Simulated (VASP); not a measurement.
# Mo (P6/mmm) in VASP: a series of runs

The runs below take Mo through single point, relaxation of cell and atoms, with PBE.

Program: VASP 6.6.1. These are calculated values, not measurements. Logs are shortened: lines on timing, memory, paths and dates and some standing lists are left out, and cuts for length are marked.

## 1. The cell of the first run

The structure is hexagonal, space group P6/mmm (No. 191). The conventional cell has a = 2.408 Å, b = 2.408 Å, c = 2.206 Å, α = 90.00°, β = 90.00°, γ = 120.00°. Mo (site symmetry 6/mmm) has 8 Mo at 2.21 to 2.41 Å within 2.9 Å.

This isn't the form of Mo at room conditions, which is bcc.

## 2. Single point, PBE

Input file INCAR:

```
PREC = Accurate
ENCUT = 520
EDIFF = 1E-6
ISMEAR = -1
SIGMA = 0.05
LREAL = F
LASPH = T
NELM = 80
ALGO = Normal
ISIF = 2
LWAVE = F
LCHARG = F
GGA = PE
NBANDS = 13
```

Input file KPOINTS:

```
Automatic mesh
0
Gamma
  18 18 17
```

Input file POSCAR:

```
Mo
1.0
    2.4079062763      0.0000000000      0.0000000000
   -1.2039531382      2.0853080052      0.0000000000
    0.0000000000      0.0000000000      2.2055366240
Mo
1
Direct
    0.0000000000      0.0000000000      0.0000000000
```

Potentials or basis: VASP PAW PBE potentials, release 64 (Mo_sv).

Command:

```
$ cat potpaw_PBE.64/Mo_sv/POTCAR > POTCAR
$ mpirun -np 1 vasp_std > vasp.out
```

OUTCAR:

```text
PREC = Accurate
   ENCUT = 520
   EDIFF = 1E-6
   ISMEAR = -1
   LREAL = F
   LASPH = T
   NELM = 80
   ISIF = 2
   GGA = PE

 ion  position               nearest neighbor table
   1  0.000  0.000  0.000-

  LATTYP: Found a hexagonal cell.
 ALAT       =     2.4079062763
 C/A-ratio  =     0.9159561756

  Lattice vectors:

 A1 = (   2.4079062763,   0.0000000000,   0.0000000000)
 A2 = (  -1.2039531382,   2.0853080052,   0.0000000000)
 A3 = (   0.0000000000,   0.0000000000,   2.2055366240)

Analysis of symmetry for initial positions (statically):
=====================================================================
 Subroutine PRICEL returns:
 Original cell was already a primitive cell.

 Routine SETGRP: Setting up the symmetry group for a
 hexagonal supercell.

 Subroutine GETGRP returns: Found 24 space group operations
 (whereof 24 operations were pure point group operations)
 out of a pool of 24 trial point group operations.

The static configuration has the point symmetry D_6h.

Analysis of symmetry for dynamics (positions and initial velocities):
=====================================================================
 Subroutine PRICEL returns:
 Original cell was already a primitive cell.

 Routine SETGRP: Setting up the symmetry group for a
 hexagonal supercell.

 Subroutine GETGRP returns: Found 24 space group operations
 (whereof 24 operations were pure point group operations)
 out of a pool of 24 trial point group operations.

The dynamic configuration has the point symmetry D_6h.

 Subroutine INISYM returns: Found 24 space group operations
 (whereof 24 operations are pure point group operations),
 and found     1 'primitive' translations

----------------------------------------------------------------------------------------

                                     Primitive cell

  volume of cell :      11.0745

  direct lattice vectors                    reciprocal lattice vectors
     2.407906276  0.000000000  0.000000000     0.415298556  0.239772733  0.000000000
    -1.203953138  2.085308005  0.000000000     0.000000000  0.479545466  0.000000000
     0.000000000  0.000000000  2.205536624     0.000000000  0.000000000  0.453404396

  length of vectors
     2.407906276  2.407906276  2.205536624     0.479545466  0.479545466  0.453404396

  position of ions in fractional coordinates (direct lattice)
     0.000000000  0.000000000  0.000000000

  ion indices of the primitive-cell ions
[... 75 lines left out ...]
   LREAL  =      F    real-space projection
   EDIFFG = 0.1E-04   stopping-criterion for IOM
   NSW    =      0    number of steps for IOM
   IBRION =     -1    ionic relax: 0-MD 1-quasi-New 2-CG
   NFREE  =      0    steps in history (QN), initial steepest desc. (CG)
   ISIF   =      2    stress and relaxation
   ISYM   =      2    0-nonsym 1-usesym 2-fastsym
   POTIM  = 0.5000    time-step for ionic-motion
   TEBEG  =    0.0;   TEEND  =   0.0 temperature during run
   PSTRESS=    0.0 pullay stress
   NELECT =      14.0000    total number of electrons
   NUPDOWN=      -1.0000    fix difference up-down
   EMIN   =  10.00;   EMAX   =-10.00  energy-range for DOS
   EFERMI =   0.00;   METHOD = LEGACY
   ISMEAR =    -1;   SIGMA  =   0.05  broadening in eV -4-tet -1-fermi 0-gaus
   EFERMI_NEDOS =   21; number of points for ismear=-14 and -15
   IALGO  =     38    algorithm
   IMIX   =      4    mixing-type and parameters
     AMIX     =   0.40;   BMIX     =  1.00
     AMIX_MAG =   1.60;   BMIX_MAG =  1.00
  volume/ion in A,a.u.               =      11.07        74.73
  Fermi-wavevector in a.u.,A,eV,Ry     =   1.770148  3.345094 42.632803  3.133423
  Thomas-Fermi vector in A             =   2.836995
   LORBIT       =      0    0 simple, 1 ext, 2 COOP (PROOUT), +10 PAW based schemes
   GGA     = PE    functional components
[... 5 lines left out ...]
 non-spin polarized calculation
  energy-cutoff  :      520.00
  volume of cell :       11.07
 maximum number of plane-waves:       316
 NGX is ok and might be reduce to    18
   NGX =  9   NGY =  9   NGZ =  9

 number of electron      13.9999996 magnetization

 Free energy of the ion-electron system (eV)
  ---------------------------------------------------
  ext. energy  EPLUGINS =         0.00000000
  ---------------------------------------------------
  free energy    TOTEN  =        -7.47906501 eV

  energy without entropy =       -7.47445041  energy(sigma->0) =       -7.47675771

 E-fermi :  18.7323     XC(G=0): -15.3490

 val. band max:       18.7181343410   @ k =   0.1667   0.0000   0.1765
 cond. band min:      18.7340507635   @ k =   0.4444   0.1111   0.0588
 fundamental gap:      0.0159164225
 Fermi energy:        18.7322545755

 k-point     1 :       0.0000    0.0000    0.0000
  band No.  band energies     occupation
      1     -43.1635      2.00000
      2     -14.7778      2.00000
      3     -14.7778      2.00000
      4     -14.2861      2.00000
      5      11.0785      2.00000
      6      11.8109      2.00000
      7      16.7432      2.00000
      8      16.7432      2.00000
      9      25.9066      0.00000
     10      25.9066      0.00000
     11      31.3731      0.00000
     12      39.1256      0.00000
     13      44.1135      0.00000
[... 354 lines left out ...]
  band No.  band energies     occupation
      1     -42.2449      2.00000
      2     -18.6474      2.00000
      3     -16.0441      2.00000
      4     -13.7814      2.00000
      5      11.7833      2.00000
      6      14.3614      2.00000
      7      20.0492      0.00000
      8      20.5961      0.00000
      9      24.1730      0.00000
     10      26.3347      0.00000
     11      34.0586      0.00000
     12      34.9052      0.00000
     13      39.1231      0.00000

 [... further k-points ...]

------------------------ aborting loop because EDIFF is reached ----------------------------------------

  FORCE on cell =-STRESS in cart. coord.  units (eV):
  Direction    XX          YY          ZZ          XY          YZ          ZX
  --------------------------------------------------------------------------------------
  -------------------------------------------------------------------------------------
  Total       14.0512423     14.0512423     14.2341603     -0.0000000     -0.0000000     -0.0000000
  in kB     2032.8308509   2032.8308509   2059.2940901     -0.0000000     -0.0000000     -0.0000000
  external PRESSURE =    2041.6519306 kB  Pullay stress =       0.0000000 kB

 VOLUME and BASIS-vectors are now :
 -----------------------------------------------------------------------------
  energy-cutoff  :      520.00
  volume of cell :       11.07
      direct lattice vectors                 reciprocal lattice vectors
     2.407906276  0.000000000  0.000000000     0.415298556  0.239772733  0.000000000
    -1.203953138  2.085308005  0.000000000     0.000000000  0.479545466  0.000000000
     0.000000000  0.000000000  2.205536624     0.000000000  0.000000000  0.453404396

 POSITION                                       TOTAL-FORCE (eV/Angst)
 -----------------------------------------------------------------------------------
      0.00000      0.00000      0.00000         0.000000      0.000000      0.000000
 -----------------------------------------------------------------------------------
    total drift:                                0.000000      0.000000      0.000000

  FREE ENERGIE OF THE ION-ELECTRON SYSTEM (eV)
  ---------------------------------------------------
  free  energy   TOTEN  =        -7.4790650144 eV

  energy  without entropy=       -7.4744504145  energy(sigma->0) =       -7.47675771
```

OSZICAR:

```text
N       E                     dE             d eps       ncg     rms          rms(c)
DAV:   1     0.978486369626E+02    0.97849E+02   -0.81530E+03  8798   0.115E+03
DAV:   2    -0.663767081188E+01   -0.10449E+03   -0.10001E+03  9753   0.326E+02
DAV:   3    -0.771719773362E+01   -0.10795E+01   -0.10772E+01  9933   0.330E+01
DAV:   4    -0.771933907306E+01   -0.21413E-02   -0.21413E-02  9963   0.174E+00
DAV:   5    -0.771934885396E+01   -0.97809E-05   -0.97779E-05  9978   0.107E-01    0.353E+01
DAV:   6    -0.752691220337E+01    0.19244E+00   -0.16435E-01  8798   0.532E+00    0.177E+01
DAV:   7    -0.748111616384E+01    0.45796E-01   -0.82413E-02  9198   0.368E+00    0.136E+00
DAV:   8    -0.747906039831E+01    0.20558E-02   -0.61649E-03  8793   0.104E+00    0.140E-01
DAV:   9    -0.747905932615E+01    0.10722E-05   -0.29808E-05 10503   0.689E-02    0.275E-02
DAV:  10    -0.747906498417E+01   -0.56580E-05   -0.44912E-06  9223   0.262E-02    0.849E-03
DAV:  11    -0.747906501443E+01   -0.30260E-07   -0.15650E-07  4964   0.520E-03
   1 F= -.74790650E+01 E0= -.74767577E+01  d E =-.461460E-02
```

stdout:

```text
POSCAR found type information on POSCAR Mo
 POSCAR found :  1 types and       1 ions
 scaLAPACK will be used
 LDA part: xc-table for (Slater+PW92), standard interpolation
 POSCAR, INCAR and KPOINTS ok, starting setup
 FFT: planning ... GRIDC
 FFT: planning ... GRID_SOFT
 FFT: planning ... GRID
 WAVECAR not read
 entering main loop
```

Wall time 27 s (1 thread of Intel Xeon Platinum 8259CL at 2.50GHz (Skylake/Cascade Lake), shared host); peak memory 0.15 GiB.

Results:

```
Free energy            : -7.4791 eV
Pressure               : 204.2 GPa
Band gap on the k mesh : zero (bands 7 and 8 overlap by 3.74 eV)
```

Caveat: the cell stands under pressure.

## 3. Single point, PBE

Input file INCAR:

```
SYSTEM = Mo
ALGO     = Normal         ! electronic algorithm
EDIFF    = 1E-6           ! SCF threshold, eV
ENCUT    = 520            ! plane-wave cutoff, eV
GGA      = PE             ! functional
ISIF     = 2              ! what is computed and relaxed
ISMEAR   = -1             ! smearing method
LASPH    = .TRUE.         ! aspherical terms in the spheres
LCHARG   = .FALSE.        ! write CHGCAR
LREAL    = .FALSE.        ! projectors in reciprocal space
LWAVE    = .FALSE.        ! write WAVECAR
NBANDS   = 13             ! bands
NELM     = 100            ! most SCF steps
PREC     = Accurate       ! precision mode
SIGMA    = 0.05           ! smearing width, eV
```

Input file KPOINTS:

```
k-points
0
G
  18 18 17
  0 0 0
```

Input file POSCAR:

```
Mo
1.0
    2.4079756618      0.0000000000      0.0000000000
   -1.2039878309      2.0853680948      0.0000000000
    0.0000000000      0.0000000000      2.2053417838
Mo
1
Direct
    0.0000000000      0.0000000000      0.0000000000
```

Potentials or basis: VASP PAW PBE potentials, release 64 (Mo_sv).

Command:

```
$ cat potpaw_PBE.64/Mo_sv/POTCAR > POTCAR
$ mpirun -np 1 vasp_std > vasp.out
```

Run time: 26 s. Hardware: 1 thread of Intel Xeon Platinum 8259CL at 2.50GHz (Skylake/Cascade Lake), shared host; peak memory 0.15 GiB.

The run converged. Its results:

- Free energy: -7.4786 eV
- Pressure: 204.2 GPa
- Band gap on the k mesh: zero (bands 7 and 8 overlap by 3.74 eV)

Stress tensor (GPa, compression positive):
```
203.27   0.00   0.00
  0.00 203.27   0.00
  0.00   0.00 206.05
```

Levels at points of the mesh, in eV from the Fermi level:
| k point | band 5 | band 6 | band 7 | band 8 | band 9 | band 10 |
| --- | --- | --- | --- | --- | --- | --- |
| (0.00, 0.00, 0.00) | -7.65 | -6.92 | -1.99 | -1.99 | 7.18 | 7.18 |
| (0.50, 0.00, 0.00) | -7.92 | -4.35 | 1.58 | 2.88 | 5.95 | 7.18 |

Caveat: the cell stands under pressure.

## 4. Relaxation of cell and atoms, PBE, target pressure 200 GPa, at which the enthalpy is minimised

Input file INCAR:

```
SYSTEM = Mo
PREC = Accurate ; ENCUT = 600
EDIFF = 1E-6 ; ISMEAR = -1
SIGMA = 0.05 ; LREAL = .FALSE.
LASPH = .TRUE. ; NELM = 80
ALGO = Normal ; ISIF = 3
LWAVE = .FALSE. ; LCHARG = .FALSE.
GGA = PE ; IBRION = 2
NSW = 60 ; EDIFFG = -0.005
PSTRESS = 2000.0
```

Input file KPOINTS:

```
Automatic mesh
0
G
  18 18 17
  0 0 0
```

Input file POSCAR:

```
Mo
1.0
    2.3876934556      0.0000000000      0.0000000000
   -1.1938467278      2.0678031890      0.0000000000
    0.0000000000      0.0000000000      2.2444318482
Mo
1
Direct
    0.0000000000      0.0000000000      0.0000000000
```

Command:

```
$ cat potpaw_PBE.64/Mo_sv/POTCAR > POTCAR
$ mpirun -np 1 vasp_std > vasp.out
```

Run time: 2.4 min. Hardware: 1 thread of Intel Xeon 8259CL, shared host; peak memory 0.17 GiB.

It converged, with:

```yaml
Free_energy: -7.5404 eV
Relaxed_volume: 11.12 Å³/atom
Relaxed_cell: a = 2.410 Å, b = 2.410 Å, c = 2.212 Å, α = 90.00°, β = 90.00°, γ = 120.00°
Space_group_after_relaxing_to_0.1_Å: P6/mmm (No. 191)
Energy_change_on_relaxing_the_run_minimises_the_enthalpy: -66.7 meV/atom
Ionic_steps: 5
Pressure_after_relaxing: 200.0 GPa
Band_gap_on_the_k_mesh: zero (bands 7 and 8 overlap by 3.71 eV)
```

The path:
| step | energy change (eV) | largest force (eV/Å) | pressure (GPa) | volume (Å³) |
| --- | --- | --- | --- | --- |
| 1 | 0.0000 | 0.0000 | 202.46 | 11.08 |
| 2 | -0.1767 | 0.0000 | 192.17 | 11.33 |
| 3 | -0.0998 | 0.0000 | 197.79 | 11.15 |
| 4 | 0.1630 | 0.0000 | 214.97 | 10.95 |
| 5 | -0.0667 | 0.0000 | 200.00 | 11.12 |

Final structure:
```cif
data_structure
_symmetry_space_group_name_H-M 'P 1'
_symmetry_Int_Tables_number 1
_cell_length_a 2.4097
_cell_length_b 2.4097
_cell_length_c 2.2119
_cell_angle_alpha 90.000
_cell_angle_beta 90.000
_cell_angle_gamma 120.000
_cell_volume 11.12
loop_
_atom_site_label
_atom_site_type_symbol
_atom_site_fract_x
_atom_site_fract_y
_atom_site_fract_z
_atom_site_occupancy
Mo1 Mo 0.00000 0.00000 0.00000 1
```

Levels at points of the mesh, in eV from the Fermi level:
```tsv
k point	band 4	band 5	band 6	band 7	band 8	band 9	band 10	band 11
(0.00, 0.00, 0.00)	-33.06	-7.63	-6.91	-1.97	-1.97	7.12	7.12	12.66
(0.50, 0.00, 0.00)	-32.56	-7.88	-4.33	1.53	2.85	5.89	7.16	16.11
```

Caveat: the cell is relaxed towards a set pressure, so the run minimises the enthalpy, not the energy.

## 5. Relaxation of cell and atoms, PBE, target pressure 200 GPa, at which the enthalpy is minimised

Input file INCAR:

```
SYSTEM = Mo
PREC = Accurate ; ENCUT = 600
EDIFF = 1E-6 ; ISMEAR = -1
SIGMA = 0.05 ; LREAL = .False.
LASPH = .True. ; NELM = 60
ALGO = Normal ; ISIF = 3
LWAVE = .False. ; LCHARG = .False.
GGA = PE ; IBRION = 2
NSW = 32 ; EDIFFG = -0.005
PSTRESS = 2000.0
```

Input file KPOINTS:

```
Automatic mesh
0
Gamma
  18 18 17
  0 0 0
```

Input file POSCAR:

```
Mo
1.0
    2.4079062763      0.0000000000      0.0000000000
   -1.2039531382      2.0853080052      0.0000000000
    0.0000000000      0.0000000000      2.2055366240
Mo
1
Direct
    0.0000000000      0.0000000000      0.0000000000
```

Command:

```
$ cat potpaw_PBE.64/Mo_sv/POTCAR > POTCAR
$ mpirun -np 1 vasp_std > vasp.out
```

Wall time 2.7 min (1 thread of Intel Xeon 8259CL, shared host); peak memory 0.17 GiB.

It converged, with:

- Free energy: -7.5400 eV
- Relaxed volume: 11.12 Å³/atom
- Relaxed cell: a = 2.410 Å, b = 2.410 Å, c = 2.212 Å, α = 90.00°, β = 90.00°, γ = 120.00°
- Space group after relaxing (to 0.1 Å): P6/mmm (No. 191)
- Energy change on relaxing (the run minimises the enthalpy): -60.6 meV/atom
- Ionic steps: 11
- Pressure after relaxing: 200.0 GPa
- Band gap on the k mesh: zero (bands 7 and 8 overlap by 3.71 eV)

Step by step:
```
step  energy change (eV)  largest force (eV/Å)  pressure (GPa)  volume (Å³)
   1              0.0000                0.0000          204.01        11.07
   2             -0.5220                0.0000          169.64        11.52
   3             -0.0653                0.0000          199.76        11.13
   4             -0.0640                0.0000          199.81        11.13
   5             -0.0532                0.0000          200.34        11.12
   6             -0.0592                0.0000          200.14        11.12
   7             -0.0611                0.0000          200.02        11.12
   8             -0.0609                0.0000          199.97        11.12
   9             -0.0601                0.0000          200.01        11.12
  10             -0.0603                0.0000          200.04        11.12
  11             -0.0606                0.0000          200.00        11.12
```

Final structure:
```xyz
1
Lattice="2.4097 0.0000 0.0000 -1.2049 2.0869 0.0000 0.0000 0.0000 2.2118" Properties=species:S:1:pos:R:3 pbc="T T T"
Mo    0.0000    0.0000    0.0000
```

Levels at points of the mesh, in eV from the Fermi level:
| k point | band 5 | band 6 | band 7 | band 8 | band 9 | band 10 |
| --- | --- | --- | --- | --- | --- | --- |
| (0.00, 0.00, 0.00) | -7.63 | -6.91 | -1.97 | -1.97 | 7.12 | 7.12 |
| (0.50, 0.00, 0.00) | -7.88 | -4.33 | 1.53 | 2.85 | 5.89 | 7.16 |

Caveat: the cell is relaxed towards a set pressure, so the run minimises the enthalpy, not the energy.

## 6. Overview

| task | cell | cutoff (eV) | gap on the mesh (eV) | pressure (GPa) |
| --- | --- | --- | --- | --- |
| single point | a = 2.408, b = 2.408, c = 2.206 Å, angles 90.0, 90.0, 120.0°, 1 atom | 520 | none | 204.2 |
| single point | a = 2.408, b = 2.408, c = 2.205 Å, angles 90.0, 90.0, 120.0°, 1 atom | 520 | none | 204.2 |
| relaxation of cell and atoms | relaxed to 200 GPa from a = 2.388, b = 2.388, c = 2.244 Å, angles 90.0, 90.0, 120.0°, 1 atom | 600 | none | 200.0 |
| relaxation of cell and atoms | relaxed to 200 GPa from a = 2.408, b = 2.408, c = 2.206 Å, angles 90.0, 90.0, 120.0°, 1 atom | 600 | none | 200.0 |

Alike in all rows: level PBE; potentials or basis VASP PAW PBE potentials, release 64 (Mo_sv); no spin polarisation; k mesh 18 × 18 × 17; smearing fermi-dirac 0.05 eV.

Caveats: the cell stands under pressure (at least some runs); the cell is relaxed towards a set pressure, so the run minimises the enthalpy, not the energy (at least some runs).

Absolute energies hang on the potentials; compare differences alone.
